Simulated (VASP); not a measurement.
# LiCl (I4/mmm) in VASP: a series of runs

LiCl is run at these levels: PBE; tasks: single point.

Everything below comes from runs of VASP 6.6.1. Logs are shortened: lines on timing, memory, paths and dates and some standing lists are left out, and cuts for length are marked.

### 1 The cell of the first run

It takes space group I4/mmm (No. 139, tetragonal). The conventional cell has a = 3.682 Å, b = 3.682 Å, c = 4.976 Å, α = 90.00°, β = 90.00°, γ = 90.00°. Li (site symmetry 4/mmm) has 6 Cl at 2.49 to 2.60 Å within 3.3 Å. Within 3.3 Å of Cl (site symmetry 4/mmm) lie 6 Li at 2.49 to 2.60 Å.

### 2 Single point, PBE (strain +0.015 along x and y, -0.030 along z)

Contents of INCAR:

```
SYSTEM = LiCl
PREC = Accurate
ENCUT = 520
EDIFF = 1E-6
ISMEAR = 0
SIGMA = 0.05
LREAL = .False.
LASPH = .True.
NELM = 100
ALGO = Normal
ISIF = 2
LWAVE = .False.
LCHARG = .True.
GGA = PE
LELF = .True.
LVHAR = .True.
NBANDS = 12
```

Contents of KPOINTS:

```
regular mesh
0
Gamma
  8 8 8
  0 0 0
```

Contents of POSCAR:

```
LiCl
1.0
    0.0000000000      2.6032314000      2.4878172000
    2.6032314000      0.0000000000      2.4878172000
    2.6032314000      2.6032314000      0.0000000000
Li Cl
1 1
Direct
    0.0000000000      0.0000000000      0.0000000000
    0.5000000000      0.5000000000      0.5000000000
```

Potentials or basis: VASP PAW PBE potentials, release 64 (Li_sv, Cl).

On the command line:

```
cat potpaw_PBE.64/Li_sv/POTCAR potpaw_PBE.64/Cl/POTCAR > POTCAR
mpirun -np 1 vasp_std > vasp.out
```

OUTCAR:

```text
SYSTEM = LiCl
   PREC = Accurate
   ENCUT = 520
   EDIFF = 1E-6
   ISMEAR = 0
   LREAL = .False.
   LASPH = .True.
   NELM = 100
   ISIF = 2
   GGA = PE

 ion  position               nearest neighbor table
   1  0.000  0.000  0.000-   2 2.49   2 2.49   2 2.60   2 2.60   2 2.60   2 2.60
   2  0.500  0.500  0.500-   1 2.49   1 2.49   1 2.60   1 2.60   1 2.60   1 2.60

  LATTYP: Found a body centered tetragonal cell.
 ALAT       =     3.6815251519
 C/A-ratio  =     1.3515144389

  Lattice vectors:

 A1 = (   0.0000000000,  -2.6032314000,  -2.4878172000)
 A2 = (   0.0000000000,   2.6032314000,  -2.4878172000)
 A3 = (   2.6032314000,   0.0000000000,   2.4878172000)

Analysis of symmetry for initial positions (statically):
=====================================================================
 Subroutine PRICEL returns:
 Original cell was already a primitive cell.

 Routine SETGRP: Setting up the symmetry group for a
 body centered tetragonal supercell.

 Subroutine GETGRP returns: Found 16 space group operations
 (whereof 16 operations were pure point group operations)
 out of a pool of 16 trial point group operations.

The static configuration has the point symmetry D_4h.

Analysis of symmetry for dynamics (positions and initial velocities):
=====================================================================
 Subroutine PRICEL returns:
 Original cell was already a primitive cell.

 Routine SETGRP: Setting up the symmetry group for a
 body centered tetragonal supercell.

 Subroutine GETGRP returns: Found 16 space group operations
 (whereof 16 operations were pure point group operations)
 out of a pool of 16 trial point group operations.

The dynamic configuration has the point symmetry D_4h.

 Subroutine INISYM returns: Found 16 space group operations
 (whereof 16 operations are pure point group operations),
 and found     1 'primitive' translations

----------------------------------------------------------------------------------------

                                     Primitive cell

  volume of cell :      33.7189

  direct lattice vectors                    reciprocal lattice vectors
     0.000000000  2.603231400  2.487817200    -0.192068980  0.192068980  0.200979397
     2.603231400  0.000000000  2.487817200     0.192068980 -0.192068980  0.200979397
     2.603231400  2.603231400  0.000000000     0.192068980  0.192068980 -0.200979397

  length of vectors
     3.600839922  3.600839922  3.681525152     0.337895996  0.337895996  0.337895996

  position of ions in fractional coordinates (direct lattice)
     0.000000000  0.000000000  0.000000000
     0.500000000  0.500000000  0.500000000

  ion indices of the primitive-cell ions
   primitive index   ion index
                 1           1
                 2           2

----------------------------------------------------------------------------------------

 KPOINTS: regular mesh

Automatic generation of k-mesh.
 Grid dimensions read from file:
 generate k-points for:    8    8    8

 Generating k-lattice:

  Cartesian coordinates                     Fractional coordinates (reciprocal lattice)
    -0.024008623  0.024008623  0.025122425     0.125000000  0.000000000  0.000000000
     0.024008623 -0.024008623  0.025122425     0.000000000  0.125000000  0.000000000
     0.024008623  0.024008623 -0.025122425    -0.000000000 -0.000000000  0.125000000

  Length of vectors
     0.042237000  0.042237000  0.042237000

  Shift w.r.t. Gamma in fractional coordinates (k-lattice)
     0.000000000  0.000000000  0.000000000

 Subroutine IBZKPT returns following result:
 ===========================================

 Found     59 irreducible k-points:

 Following reciprocal coordinates:
            Coordinates               Weight
  0.000000  0.000000  0.000000      1.000000
  0.125000  0.000000  0.000000      8.000000
  0.250000  0.000000  0.000000      8.000000
  0.375000  0.000000  0.000000      8.000000
  0.500000  0.000000  0.000000      4.000000
  0.125000  0.125000  0.000000      2.000000
[... 16 lines left out ...]
  0.250000  0.000000  0.125000     16.000000
  0.375000  0.000000  0.125000     16.000000
 [... further k-points ...]
   k-points           NKPTS =     59   k-points in BZ     NKDIM =     59   number of bands    NBANDS=     12
   number of dos      NEDOS =    301   number of ions     NIONS =      2
   total plane-waves  NPLWV =  21952
   dimension x,y,z NGX =    28 NGY =   28 NGZ =   28
   dimension x,y,z NGXF=    56 NGYF=   56 NGZF=   56
   ions per type =               1   1
   NGX,Y,Z   is equivalent  to a cutoff of  12.93, 12.93, 12.64 a.u.
   NGXF,Y,Z  is equivalent  to a cutoff of  25.85, 25.85, 25.29 a.u.
 SYSTEM =  LiCl
   PREC   = accura    normal or accurate (medium, high low for compatibility)
   ISTART =      0    job   : 0-new  1-cont  2-samecut
   ICHARG =      2    charge: 1-file 2-atom 10-const
   ISPIN  =      1    spin polarized calculation?
   LNONCOLLINEAR =      F non collinear calculations
   LSORBIT =      F    spin-orbit coupling
   LASPH  =      T    aspherical Exc in radial PAW
   ENCUT  =  520.0 eV  38.22 Ry    6.18 a.u.   6.70  6.70  6.85*2*pi/ulx,y,z
   NELM   =    100;   NELMIN=  2; NELMDL= -5     # of ELM steps
   EDIFF  = 0.1E-05   stopping-criterion for ELM
   LREAL  =      F    real-space projection
   EDIFFG = 0.1E-04   stopping-criterion for IOM
   NSW    =      0    number of steps for IOM
   IBRION =     -1    ionic relax: 0-MD 1-quasi-New 2-CG
   NFREE  =      0    steps in history (QN), initial steepest desc. (CG)
   ISIF   =      2    stress and relaxation
   ISYM   =      2    0-nonsym 1-usesym 2-fastsym
   POTIM  = 0.5000    time-step for ionic-motion
   TEBEG  =    0.0;   TEEND  =   0.0 temperature during run
   PSTRESS=    0.0 pullay stress
   NELECT =      10.0000    total number of electrons
   NUPDOWN=      -1.0000    fix difference up-down
   EMIN   =  10.00;   EMAX   =-10.00  energy-range for DOS
   EFERMI =   0.00;   METHOD = LEGACY
   ISMEAR =     0;   SIGMA  =   0.05  broadening in eV -4-tet -1-fermi 0-gaus
   EFERMI_NEDOS =   21; number of points for ismear=-14 and -15
   IALGO  =     38    algorithm
   IMIX   =      4    mixing-type and parameters
     AMIX     =   0.40;   BMIX     =  1.00
     AMIX_MAG =   1.60;   BMIX_MAG =  1.00
  volume/ion in A,a.u.               =      16.86       113.77
  Fermi-wavevector in a.u.,A,eV,Ry     =   1.091734  2.063078 16.216554  1.191883
  Thomas-Fermi vector in A             =   2.227985
   LORBIT       =      0    0 simple, 1 ext, 2 COOP (PROOUT), +10 PAW based schemes
   GGA     = PE    functional components
   LHFCALC =     F    Hartree Fock is set to
   AEXX    =    0.0000 exact exchange contribution
   IVDW    =     0    specifies the selected vdW correction
   LEPSILON=     F    determine dielectric tensor
   LRPA    =     F    only Hartree local field effects (RPA)
 non-spin polarized calculation
 Gauss-broadening in eV      SIGMA  =   0.05
  energy-cutoff  :      520.00
  volume of cell :       33.72
 maximum number of plane-waves:       925
   NGX = 13   NGY = 13   NGZ = 13

 number of electron      10.0000008 magnetization

 Free energy of the ion-electron system (eV)
  ---------------------------------------------------
  ext. energy  EPLUGINS =         0.00000000
  ---------------------------------------------------
  free energy    TOTEN  =        -7.38070839 eV

  energy without entropy =       -7.38070839  energy(sigma->0) =       -7.38070839

 E-fermi :   0.8907     XC(G=0):  -8.7308

 val. band max:        0.6248753053   @ k =   0.0000   0.0000   0.0000
 cond. band min:       6.9258770948   @ k =   0.0000   0.0000   0.0000
 fundamental gap:      6.3010017895
 Fermi energy:         0.8906985584

 k-point     1 :       0.0000    0.0000    0.0000
  band No.  band energies     occupation
      1     -42.9316      2.00000
      2     -12.8181      2.00000
      3       0.4841      2.00000
      4       0.6249      2.00000
      5       0.6249      2.00000
      6       6.9259      0.00000
      7      12.4060      0.00000
      8      12.4060      0.00000
      9      12.7963      0.00000
     10      14.8224      0.00000
     11      14.8225      0.00000
     12      14.8657      0.00000

 k-point     2 :       0.1250    0.0000    0.0000
  band No.  band energies     occupation
      1     -42.9312      2.00000
      2     -12.7426      2.00000
      3       0.0430      2.00000
      4       0.5161      2.00000
      5       0.5683      2.00000
      6       7.3869      0.00000
      7      11.7293      0.00000
      8      12.2071      0.00000
      9      12.6439      0.00000
     10      13.5626      0.00000
     11      13.8361      0.00000
     12      15.5967      0.00000

 k-point     3 :       0.2500    0.0000    0.0000
  band No.  band energies     occupation
      1     -42.9302      2.00000
      2     -12.5504      2.00000
      3      -1.0018      2.00000
      4       0.4388      2.00000
      5       0.4522      2.00000
      6       7.8098      0.00000
      7      11.0490      0.00000
      8      11.4257      0.00000
      9      11.6713      0.00000
     10      14.5419      0.00000
     11      14.5501      0.00000
     12      16.1716      0.00000

 k-point     4 :       0.3750    0.0000    0.0000
  band No.  band energies     occupation
      1     -42.9292      2.00000
      2     -12.3415      2.00000
      3      -1.8905      2.00000
      4       0.3183      2.00000
      5       0.3989      2.00000
      6       7.5249      0.00000
      7      10.1955      0.00000
      8      10.6078      0.00000
      9      12.7617      0.00000
     10      16.1948      0.00000
     11      16.4268      0.00000
     12      16.8706      0.00000

 k-point     5 :       0.5000    0.0000    0.0000
  band No.  band energies     occupation
      1     -42.9289      2.00000
      2     -12.2494      2.00000
      3      -2.2316      2.00000
      4       0.2708      2.00000
      5       0.3785      2.00000
      6       7.3351      0.00000
      7       9.9020      0.00000
      8      10.2916      0.00000
      9      13.5614      0.00000
     10      17.4876      0.00000
     11      17.5071      0.00000
     12      17.9643      0.00000
[... 228 lines left out ...]
      1     -42.9277      2.00000
      2     -11.9524      2.00000
      3      -2.3116      2.00000
      4      -0.6128      2.00000
      5      -0.6128      2.00000
      6       8.4308      0.00000
      7       8.7376      0.00000
      8      13.4704      0.00000
      9      14.4970      0.00000
     10      14.4970      0.00000
     11      17.6291      0.00000
     12      19.1092      0.00000

 k-point    22 :       0.1250    0.0000    0.1250
  band No.  band energies     occupation
      1     -42.9311      2.00000
      2     -12.7190      2.00000
      3       0.1362      2.00000
      4       0.2981      2.00000
      5       0.4717      2.00000
      6       7.6231      0.00000
      7      11.4969      0.00000
      8      11.9527      0.00000
      9      12.7072      0.00000
     10      12.7085      0.00000
     11      15.6054      0.00000
     12      15.8631      0.00000

 k-point    23 :       0.2500    0.0000    0.1250
  band No.  band energies     occupation
      1     -42.9303      2.00000
      2     -12.5650      2.00000
      3      -0.6977      2.00000
      4       0.2077      2.00000
      5       0.3295      2.00000
      6       8.3097      0.00000
      7      10.7921      0.00000
      8      10.9281      0.00000
      9      12.3785      0.00000
     10      13.4518      0.00000
     11      15.4922      0.00000
     12      16.7928      0.00000

 k-point    24 :       0.3750    0.0000    0.1250
  band No.  band energies     occupation
      1     -42.9294      2.00000
      2     -12.3571      2.00000
      3      -1.5995      2.00000
      4       0.0934      2.00000
      5       0.1770      2.00000
      6       8.2589      0.00000
      7      10.0794      0.00000
      8      11.3466      0.00000
      9      11.7612      0.00000
     10      14.8807      0.00000
     11      16.8329      0.00000
     12      17.5192      0.00000

 [... further k-points ...]
[... 5 lines left out ...]
  --------------------------------------------------------------------------------------
  -------------------------------------------------------------------------------------
  Total       -0.0163663     -0.0163663      0.3220644      0.0000000     -0.0000000      0.0000000
  in kB       -0.7776553     -0.7776553     15.3030976      0.0000000     -0.0000000      0.0000000
  external PRESSURE =       4.5825957 kB  Pullay stress =       0.0000000 kB

 VOLUME and BASIS-vectors are now :
 -----------------------------------------------------------------------------
  energy-cutoff  :      520.00
  volume of cell :       33.72
      direct lattice vectors                 reciprocal lattice vectors
     0.000000000  2.603231400  2.487817200    -0.192068980  0.192068980  0.200979397
     2.603231400  0.000000000  2.487817200     0.192068980 -0.192068980  0.200979397
     2.603231400  2.603231400  0.000000000     0.192068980  0.192068980 -0.200979397

 POSITION                                       TOTAL-FORCE (eV/Angst)
 -----------------------------------------------------------------------------------
      0.00000      0.00000      0.00000         0.000000     -0.000000      0.000000
      2.60323      2.60323      2.48782        -0.000000      0.000000      0.000000
 -----------------------------------------------------------------------------------
    total drift:                                0.000000      0.000000      0.000000

  FREE ENERGIE OF THE ION-ELECTRON SYSTEM (eV)
  ---------------------------------------------------
  free  energy   TOTEN  =        -7.3807083898 eV

  energy  without entropy=       -7.3807083898  energy(sigma->0) =       -7.38070839
```

It took 10 s on 1 thread of Intel Xeon 6975P-C (Granite Rapids), shared host; peak memory 0.16 GiB.

Results:

* Free energy: -7.3807 eV
* Band gap on the k mesh: 6.30 eV, direct

Levels at points of the mesh, in eV from the valence-band top:
```
           k point  band 2  band 3  band 4  band 5  band 6  band 7  band 8  band 9
(0.00, 0.00, 0.00)  -13.44   -0.14    0.00    0.00    6.30   11.78   11.78   12.17
(0.50, 0.00, 0.00)  -12.87   -2.86   -0.35   -0.25    6.71    9.28    9.67   12.94
(0.50, 0.50, 0.00)  -12.58   -2.94   -1.24   -1.24    7.81    8.11   12.85   13.87
(0.50, 0.00, 0.50)  -12.65   -2.94   -1.25   -0.95    7.89    8.33   12.20   13.75
```

Caveat: the cell differs from its parent crystal (strain +0.015 along x and y, -0.030 along z); the cutoff is under 1.25 times the usual one of these potentials, so pressure, stress and relaxed cells hold a basis-set (Pulay) error. A k mesh can miss the band edges.

### 3 Single point, PBE (strain +0.030 along x and y, -0.030 along z)

Contents of INCAR:

```
  ALGO = Normal
  EDIFF = 1E-6
  ENCUT = 520
  GGA = PE
  ISIF = 2
  ISMEAR = 0
  LASPH = True
  LCHARG = False
  LREAL = False
  LWAVE = False
  NBANDS = 12
  NELM = 100
  PREC = Accurate
  SIGMA = 0.05
```

Contents of KPOINTS:

```
k-points
0
Gamma
  8 8 8
```

Contents of POSCAR:

```
LiCl
1.0
    0.0000000000      2.6417028000      2.4878172000
    2.6417028000      0.0000000000      2.4878172000
    2.6417028000      2.6417028000      0.0000000000
Li Cl
1 1
Direct
    0.0000000000      0.0000000000      0.0000000000
    0.5000000000      0.5000000000      0.5000000000
```

Potentials or basis: VASP PAW PBE potentials, release 64 (Li_sv, Cl).

On the command line:

```
cat potpaw_PBE.64/Li_sv/POTCAR potpaw_PBE.64/Cl/POTCAR > POTCAR
mpirun -np 1 vasp_std > vasp.out
```

Run time: 9.1 s. Hardware: 1 thread of Intel Xeon 6975P-C (Granite Rapids), shared host; peak memory 0.16 GiB.

The run converged. Its results:

| Item | Value |
| --- | --- |
| Free energy | -7.3778 eV |
| Band gap on the k mesh | 6.13 eV, direct |

Levels at points of the mesh, in eV from the valence-band top:
| k point | band 2 | band 3 | band 4 | band 5 | band 6 | band 7 | band 8 | band 9 |
| --- | --- | --- | --- | --- | --- | --- | --- | --- |
| (0.00, 0.00, 0.00) | -13.36 | -0.19 | 0.00 | 0.00 | 6.13 | 11.72 | 11.72 | 12.22 |
| (0.50, 0.00, 0.00) | -12.83 | -2.75 | -0.37 | -0.24 | 6.66 | 9.20 | 9.71 | 12.62 |
| (0.50, 0.50, 0.00) | -12.54 | -2.82 | -1.22 | -1.22 | 7.73 | 8.10 | 12.72 | 13.58 |
| (0.50, 0.00, 0.50) | -12.63 | -2.82 | -1.24 | -0.85 | 7.83 | 8.39 | 11.88 | 13.43 |

Caveat: the cell differs from its parent crystal (strain +0.030 along x and y, -0.030 along z); the cutoff is under 1.25 times the usual one of these potentials, so pressure, stress and relaxed cells hold a basis-set (Pulay) error.

### 4 Single point, PBE (strain +0.030 along x and y, -0.015 along z)

Contents of INCAR:

```
SYSTEM = LiCl
PREC = Accurate ; ENCUT = 520
EDIFF = 1E-6 ; ISMEAR = 0
SIGMA = 0.05 ; LREAL = .False.
LASPH = .True. ; NELM = 100
ALGO = Normal ; ISIF = 2
LWAVE = .False. ; LCHARG = .False.
GGA = PE ; NBANDS = 12
```

Contents of KPOINTS:

```
regular mesh
0
Gamma
  8 8 8
  0 0 0
```

Contents of POSCAR:

```
LiCl
1.0
    0.0000000000      2.6417028000      2.5262886000
    2.6417028000      0.0000000000      2.5262886000
    2.6417028000      2.6417028000      0.0000000000
Li Cl
1 1
Direct
    0.0000000000      0.0000000000      0.0000000000
    0.5000000000      0.5000000000      0.5000000000
```

On the command line:

```
cat potpaw_PBE.64/Li_sv/POTCAR potpaw_PBE.64/Cl/POTCAR > POTCAR
mpirun -np 1 vasp_std > vasp.out
```

It took 9.7 s on 1 thread of Intel Xeon 6975P-C (Granite Rapids), shared host; peak memory 0.15 GiB.

Results (log left out):

```
Free energy            : -7.3791 eV
Band gap on the k mesh : 6.06 eV, direct
```

Levels at points of the mesh, in eV from the valence-band top:
```
           k point  band 3  band 4  band 5  band 6  band 7  band 8
(0.00, 0.00, 0.00)   -0.13    0.00    0.00    6.06   11.75   11.75
(0.50, 0.00, 0.00)   -2.68   -0.33   -0.23    6.67    9.26    9.63
(0.50, 0.50, 0.00)   -2.74   -1.15   -1.15    7.71    8.18   12.45
(0.50, 0.00, 0.50)   -2.74   -1.16   -0.88    7.79    8.39   11.84
```

Caveat: the cell differs from its parent crystal (strain +0.030 along x and y, -0.015 along z); the cutoff is under 1.25 times the usual one of these potentials, so pressure, stress and relaxed cells hold a basis-set (Pulay) error. A k mesh can miss the band edges.

### 5 The runs side by side

| cell | gap on the mesh (eV) |
| --- | --- |
| a = 3.601, b = 3.601, c = 3.682 Å, angles 59.3, 59.3, 61.5°, 2 atoms | 6.30 |
| a = 3.629, b = 3.629, c = 3.736 Å, angles 59.0, 59.0, 62.0°, 2 atoms | 6.13 |
| a = 3.655, b = 3.655, c = 3.736 Å, angles 59.3, 59.3, 61.5°, 2 atoms | 6.06 |

Alike in all rows: task single point; level PBE; potentials or basis VASP PAW PBE potentials, release 64 (Li_sv, Cl); no spin polarisation; k mesh 8 × 8 × 8; cutoff (eV) 520; smearing gaussian 0.05 eV.

Caveats: the cutoff is under 1.25 times the usual one of these potentials, so pressure, stress and relaxed cells hold a basis-set (Pulay) error.

Total energies depend on the potentials used, so only differences within one code and one set of settings carry meaning.
